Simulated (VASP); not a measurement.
# Cr (Fm-3m) in VASP: further runs

Cr is run at these levels: LDA; tasks: single point, relaxation of cell and atoms.

All numbers are computed with VASP 6.6.1; they aren't measurements. Logs are shortened: lines on timing, memory, paths and dates and some standing lists are left out, and cuts for length are marked.

**1. The cell of the first run**

It takes space group Fm-3m (No. 225, cubic). Conventional cell: a = 3.545 Å, b = 3.545 Å, c = 3.545 Å, α = 90.00°, β = 90.00°, γ = 90.00°. Cr (site symmetry m-3m) has 12 Cr at 2.51 Å within 3.3 Å.

**2. Single point, LDA**

The input, INCAR:

```
ALGO = Normal
EDIFF = 1E-6
ENCUT = 500
GGA = CA
GGA_COMPAT = F
ISIF = 2
ISMEAR = -1
LASPH = T
LCHARG = F
LREAL = F
LWAVE = F
NBANDS = 12
NELM = 120
PREC = Accurate
SIGMA = 0.1
```

The input, KPOINTS:

```
k-points
0
Gamma
  15 15 15
```

The input, POSCAR:

```
Cr
1.0
    0.0000000000      1.7726654200      1.7726654200
    1.7726654200      0.0000000000      1.7726654200
    1.7726654200      1.7726654200      0.0000000000
Cr
1
Direct
    0.0000000000      0.0000000000      0.0000000000
```

Potentials or basis: VASP PAW LDA potentials, release 64 (Cr_pv).

On the command line:

```sh
> cat potpaw_LDA.64/Cr_pv/POTCAR > POTCAR
> mpirun -np 1 vasp_std > vasp.out
```

OUTCAR:

```text
EDIFF = 1E-6
   ENCUT = 500
   GGA = CA
   ISIF = 2
   ISMEAR = -1
   LASPH = T
   LREAL = F
   NELM = 120
   PREC = Accurate

 ion  position               nearest neighbor table
   1  0.000  0.000  0.000-

  LATTYP: Found a face centered cubic cell.
 ALAT       =     3.5453308400

  Lattice vectors:

 A1 = (   0.0000000000,   1.7726654200,   1.7726654200)
 A2 = (   1.7726654200,   0.0000000000,   1.7726654200)
 A3 = (   1.7726654200,   1.7726654200,   0.0000000000)

Analysis of symmetry for initial positions (statically):
=====================================================================
 Subroutine PRICEL returns:
 Original cell was already a primitive cell.

 Routine SETGRP: Setting up the symmetry group for a
 face centered cubic supercell.

 Subroutine GETGRP returns: Found 48 space group operations
 (whereof 48 operations were pure point group operations)
 out of a pool of 48 trial point group operations.

The static configuration has the point symmetry O_h .

Analysis of symmetry for dynamics (positions and initial velocities):
=====================================================================
 Subroutine PRICEL returns:
 Original cell was already a primitive cell.

 Routine SETGRP: Setting up the symmetry group for a
 face centered cubic supercell.

 Subroutine GETGRP returns: Found 48 space group operations
 (whereof 48 operations were pure point group operations)
 out of a pool of 48 trial point group operations.

The dynamic configuration has the point symmetry O_h .

 Subroutine INISYM returns: Found 48 space group operations
 (whereof 48 operations are pure point group operations),
 and found     1 'primitive' translations

----------------------------------------------------------------------------------------

                                     Primitive cell

  volume of cell :      11.1406

  direct lattice vectors                    reciprocal lattice vectors
     0.000000000  1.772665420  1.772665420    -0.282061124  0.282061124  0.282061124
     1.772665420  0.000000000  1.772665420     0.282061124 -0.282061124  0.282061124
     1.772665420  1.772665420  0.000000000     0.282061124  0.282061124 -0.282061124

  length of vectors
     2.506927479  2.506927479  2.506927479     0.488544197  0.488544197  0.488544197

  position of ions in fractional coordinates (direct lattice)
     0.000000000  0.000000000  0.000000000

  ion indices of the primitive-cell ions
   primitive index   ion index
                 1           1

----------------------------------------------------------------------------------------

 KPOINTS: k-points

Automatic generation of k-mesh.
 Grid dimensions read from file:
 generate k-points for:   15   15   15

 Generating k-lattice:

  Cartesian coordinates                     Fractional coordinates (reciprocal lattice)
    -0.018804075  0.018804075  0.018804075     0.066666667  0.000000000  0.000000000
     0.018804075 -0.018804075  0.018804075     0.000000000  0.066666667  0.000000000
     0.018804075  0.018804075 -0.018804075     0.000000000  0.000000000  0.066666667

  Length of vectors
     0.032569613  0.032569613  0.032569613

  Shift w.r.t. Gamma in fractional coordinates (k-lattice)
     0.000000000  0.000000000  0.000000000

 Subroutine IBZKPT returns following result:
 ===========================================

 Found    120 irreducible k-points:

 Following reciprocal coordinates:
            Coordinates               Weight
  0.000000  0.000000  0.000000      1.000000
  0.066667  0.000000  0.000000      8.000000
  0.133333  0.000000  0.000000      8.000000
  0.200000  0.000000  0.000000      8.000000
  0.266667  0.000000  0.000000      8.000000
  0.333333  0.000000  0.000000      8.000000
[... 16 lines left out ...]
  0.133333  0.133333  0.000000      6.000000
  0.200000  0.133333  0.000000     24.000000
 [... further k-points ...]
   k-points           NKPTS =    120   k-points in BZ     NKDIM =    120   number of bands    NBANDS=     12
   number of dos      NEDOS =    301   number of ions     NIONS =      1
   total plane-waves  NPLWV =   5832
   dimension x,y,z NGX =    18 NGY =   18 NGZ =   18
   dimension x,y,z NGXF=    36 NGYF=   36 NGZF=   36
   ions per type =               1
   NGX,Y,Z   is equivalent  to a cutoff of  11.94, 11.94, 11.94 a.u.
   NGXF,Y,Z  is equivalent  to a cutoff of  23.87, 23.87, 23.87 a.u.
 SYSTEM =  unknown system
   PREC   = accura    normal or accurate (medium, high low for compatibility)
   ISTART =      0    job   : 0-new  1-cont  2-samecut
   ICHARG =      2    charge: 1-file 2-atom 10-const
   ISPIN  =      1    spin polarized calculation?
   LNONCOLLINEAR =      F non collinear calculations
   LSORBIT =      F    spin-orbit coupling
   LASPH  =      T    aspherical Exc in radial PAW
   ENCUT  =  500.0 eV  36.75 Ry    6.06 a.u.   4.57  4.57  4.57*2*pi/ulx,y,z
   NELM   =    120;   NELMIN=  2; NELMDL= -5     # of ELM steps
   EDIFF  = 0.1E-05   stopping-criterion for ELM
   LREAL  =      F    real-space projection
   EDIFFG = 0.1E-04   stopping-criterion for IOM
   NSW    =      0    number of steps for IOM
   IBRION =     -1    ionic relax: 0-MD 1-quasi-New 2-CG
   NFREE  =      0    steps in history (QN), initial steepest desc. (CG)
   ISIF   =      2    stress and relaxation
   ISYM   =      2    0-nonsym 1-usesym 2-fastsym
   POTIM  = 0.5000    time-step for ionic-motion
   TEBEG  =    0.0;   TEEND  =   0.0 temperature during run
   PSTRESS=    0.0 pullay stress
   NELECT =      12.0000    total number of electrons
   NUPDOWN=      -1.0000    fix difference up-down
   EMIN   =  10.00;   EMAX   =-10.00  energy-range for DOS
   EFERMI =   0.00;   METHOD = LEGACY
   ISMEAR =    -1;   SIGMA  =   0.10  broadening in eV -4-tet -1-fermi 0-gaus
   EFERMI_NEDOS =   21; number of points for ismear=-14 and -15
   IALGO  =     38    algorithm
   IMIX   =      4    mixing-type and parameters
     AMIX     =   0.40;   BMIX     =  1.00
     AMIX_MAG =   1.60;   BMIX_MAG =  1.00
  volume/ion in A,a.u.               =      11.14        75.18
  Fermi-wavevector in a.u.,A,eV,Ry     =   1.678154  3.171251 38.316738  2.816201
  Thomas-Fermi vector in A             =   2.762293
   LORBIT       =      0    0 simple, 1 ext, 2 COOP (PROOUT), +10 PAW based schemes
   GGA     = CA    functional components
   LHFCALC =     F    Hartree Fock is set to
   AEXX    =    0.0000 exact exchange contribution
   IVDW    =     0    specifies the selected vdW correction
   LEPSILON=     F    determine dielectric tensor
   LRPA    =     F    only Hartree local field effects (RPA)
 non-spin polarized calculation
  energy-cutoff  :      500.00
  volume of cell :       11.14
 maximum number of plane-waves:       295
   NGX =  9   NGY =  9   NGZ =  9

 number of electron      11.9999992 magnetization

 Free energy of the ion-electron system (eV)
  ---------------------------------------------------
  ext. energy  EPLUGINS =         0.00000000
  ---------------------------------------------------
  free energy    TOTEN  =       -10.24242517 eV

  energy without entropy =      -10.18815591  energy(sigma->0) =      -10.21529054

 E-fermi :  11.0577     XC(G=0): -14.1996

 val. band max:       11.0207884161   @ k =   0.2000   0.1333   0.0667
 cond. band min:      11.0830284883   @ k =   0.4000   0.1333   0.0000
 fundamental gap:      0.0622400722
 Fermi energy:        11.0577197028

 k-point     1 :       0.0000    0.0000    0.0000
  band No.  band energies     occupation
      1     -30.7970      2.00000
      2     -30.7970      2.00000
      3     -30.7970      2.00000
      4       3.4140      2.00000
      5      10.5671      1.98531
      6      10.5671      1.98531
      7      10.5671      1.98531
      8      12.4533      0.00000
      9      12.4533      0.00000
     10      16.8940      0.00000
     11      31.3176      0.00000
     12      37.2427      0.00000

 k-point     2 :       0.0667    0.0000    0.0000
  band No.  band energies     occupation
      1     -30.8453      2.00000
      2     -30.8029      2.00000
      3     -30.8029      2.00000
      4       3.6054      2.00000
      5      10.4734      1.99422
      6      10.6325      1.97194
      7      10.6325      1.97194
      8      12.4160      0.00000
      9      12.4160      0.00000
     10      16.8940      0.00000
     11      31.4187      0.00000
     12      35.7702      0.00000

 k-point     3 :       0.1333    0.0000    0.0000
  band No.  band energies     occupation
      1     -30.9804      2.00000
      2     -30.8196      2.00000
      3     -30.8196      2.00000
      4       4.1548      2.00000
      5      10.2358      1.99946
      6      10.7877      1.87407
      7      10.7877      1.87407
      8      12.3506      0.00000
      9      12.3506      0.00000
     10      16.8939      0.00000
     11      31.3492      0.00000
     12      33.5201      0.00000

 k-point     4 :       0.2000    0.0000    0.0000
  band No.  band energies     occupation
      1     -31.1767      2.00000
      2     -30.8442      2.00000
      3     -30.8442      2.00000
      4       4.9768      2.00000
      5       9.9784      1.99996
      6      10.8992      1.65990
      7      10.8992      1.65990
      8      12.4002      0.00000
      9      12.4002      0.00000
     10      16.8937      0.00000
     11      29.7140      0.00000
     12      32.5625      0.00000

 k-point     5 :       0.2667    0.0000    0.0000
  band No.  band energies     occupation
      1     -31.3978      2.00000
      2     -30.8721      2.00000
      3     -30.8721      2.00000
      4       5.8835      2.00000
      5       9.9109      1.99998
      6      10.8404      1.79555
      7      10.8404      1.79555
      8      12.6887      0.00000
      9      12.6887      0.00000
     10      16.8936      0.00000
     11      27.2596      0.00000
     12      32.0286      0.00000
[... 228 lines left out ...]
      1     -31.0590      2.00000
      2     -30.8637      2.00000
      3     -30.8184      2.00000
      4       4.5611      2.00000
      5      10.0442      1.99992
      6      10.8853      1.69735
      7      10.9141      1.61573
      8      12.0935      0.00006
      9      12.5712      0.00000
     10      16.8939      0.00000
     11      31.1209      0.00000
     12      32.6540      0.00000

 k-point    22 :      -0.0667    0.0667    0.0000
  band No.  band energies     occupation
      1     -30.9123      2.00000
      2     -30.8302      2.00000
      3     -30.8047      2.00000
      4       3.9163      2.00000
      5      10.3105      1.99886
      6      10.7274      1.92908
      7      10.7563      1.90641
      8      12.2540      0.00001
      9      12.4782      0.00000
     10      16.8939      0.00000
     11      31.5231      0.00000
     12      34.4488      0.00000

 k-point    23 :       0.1333    0.1333    0.0000
  band No.  band energies     occupation
      1     -30.9758      2.00000
      2     -30.8594      2.00000
      3     -30.8594      2.00000
      4       4.3927      2.00000
      5       9.9541      1.99997
      6      11.0057      1.25440
      7      11.0057      1.25440
      8      11.8745      0.00057
      9      12.6548      0.00000
     10      16.8938      0.00000
     11      31.8766      0.00000
     12      34.1800      0.00000

 k-point    24 :       0.2000    0.1333    0.0000
  band No.  band energies     occupation
      1     -31.1032      2.00000
      2     -30.8909      2.00000
      3     -30.8824      2.00000
      4       4.9985      2.00000
      5       9.6651      2.00000
      6      11.1257      0.67257
      7      11.2162      0.34023
      8      11.7722      0.00158
      9      12.7652      0.00000
     10      16.8938      0.00000
     11      31.5460      0.00000
     12      32.6930      0.00000

 [... further k-points ...]

------------------------ aborting loop because EDIFF is reached ----------------------------------------

  FORCE on cell =-STRESS in cart. coord.  units (eV):
  Direction    XX          YY          ZZ          XY          YZ          ZX
  --------------------------------------------------------------------------------------
  -------------------------------------------------------------------------------------
  Total       -0.0057721     -0.0057721     -0.0057721      0.0000000      0.0000000      0.0000000
  in kB       -0.8301073     -0.8301073     -0.8301073      0.0000000      0.0000000      0.0000000
  external PRESSURE =      -0.8301073 kB  Pullay stress =       0.0000000 kB

 VOLUME and BASIS-vectors are now :
 -----------------------------------------------------------------------------
  energy-cutoff  :      500.00
  volume of cell :       11.14
      direct lattice vectors                 reciprocal lattice vectors
     0.000000000  1.772665420  1.772665420    -0.282061124  0.282061124  0.282061124
     1.772665420  0.000000000  1.772665420     0.282061124 -0.282061124  0.282061124
     1.772665420  1.772665420  0.000000000     0.282061124  0.282061124 -0.282061124

 POSITION                                       TOTAL-FORCE (eV/Angst)
 -----------------------------------------------------------------------------------
      0.00000      0.00000      0.00000         0.000000     -0.000000      0.000000
 -----------------------------------------------------------------------------------
    total drift:                                0.000000     -0.000000      0.000000

  FREE ENERGIE OF THE ION-ELECTRON SYSTEM (eV)
  ---------------------------------------------------
  free  energy   TOTEN  =       -10.2424251686 eV

  energy  without entropy=      -10.1881559095  energy(sigma->0) =      -10.21529054
```

Run time: 14 s. Hardware: 1 thread of Intel Xeon Platinum 8259CL at 2.50GHz (Skylake/Cascade Lake), shared host; peak memory 0.12 GiB.

What came out:

| Item | Value |
| --- | --- |
| Free energy | -10.2424 eV |
| Pressure | -0.1 GPa |
| Band gap on the k mesh | zero (band 6 reaches 13.73 eV, above the bottom of band 7 at 10.57 eV) |

Caveat: the run has no spin polarisation, though such a crystal can be magnetic.

**3. Relaxation of cell and atoms, LDA**

This run uses another cell than the first one, of 11.99 Å³/atom, 1.076 times its volume.

The input, INCAR:

```
SYSTEM = Cr
PREC = Accurate ; ENCUT = 500
EDIFF = 1E-7 ; ISMEAR = -1
SIGMA = 0.1 ; LREAL = .FALSE.
LASPH = .TRUE. ; NELM = 120
ALGO = Normal ; ISIF = 3
LWAVE = .FALSE. ; LCHARG = .FALSE.
GGA = CA ; IBRION = 2
NSW = 80 ; EDIFFG = -0.01
GGA_COMPAT = .FALSE. ; NELMIN = 4
```

The input, KPOINTS:

```
regular mesh
0
G
  15 15 15
  0 0 0
```

The input, POSCAR:

```
Cr
1.0
    0.0000000000      1.8167431579      1.8167431579
    1.8167431579      0.0000000000      1.8167431579
    1.8167431579      1.8167431579      0.0000000000
Cr
1
Direct
    0.0000000000      0.0000000000      0.0000000000
```

Potentials or basis: VASP PAW LDA potentials, release 64 (Cr_pv).

On the command line:

```sh
> cat potpaw_LDA.64/Cr_pv/POTCAR > POTCAR
> mpirun -np 1 vasp_std > vasp.out
```

It took 41 s on 1 thread of Intel Xeon Platinum 8259CL at 2.50GHz (Skylake/Cascade Lake), shared host; peak memory 0.13 GiB.

The run converged. Its results:

- Free energy: -10.2431 eV
- Relaxed volume: 11.15 Å³/atom
- Relaxed cell: a = 2.507 Å, b = 2.507 Å, c = 2.507 Å, α = 60.00°, β = 60.00°, γ = 60.00°
- Space group after relaxing (to 0.05 Å): Fm-3m (No. 225)
- Energy gained by relaxing: 49.3 meV/atom
- Ionic steps: 4
- Pressure after relaxing: -0.1 GPa
- Band gap on the k mesh: zero (band 6 reaches 13.72 eV, above the bottom of band 7 at 10.56 eV)

Step by step:
```csv
step,energy change (eV),largest force (eV/Å),pressure (GPa),volume (Å³)
1,0.0000,0.0000,-17.45,11.99
2,0.1053,0.0000,43.04,9.87
3,-0.0492,0.0000,-0.72,11.17
4,-0.0493,0.0000,-0.10,11.15
```

Final structure:
```yaml
crystal:
  lattice:
    - [0.00000, 1.77295, 1.77295]
    - [1.77295, 0.00000, 1.77295]
    - [1.77295, 1.77295, 0.00000]
  atoms:
    - { symbol: Cr, position: [0.00000, 0.00000, 0.00000] }
```

Levels at points of the mesh, in eV from the Fermi level:
| k point | band 4 | band 5 | band 6 | band 7 | band 8 | band 9 |
| --- | --- | --- | --- | --- | --- | --- |
| (0.00, 0.00, 0.00) | -7.64 | -0.49 | -0.49 | -0.49 | 1.39 | 1.39 |

Caveat: the run has no spin polarisation, though such a crystal can be magnetic.

(Continued in part 2 of 2.)
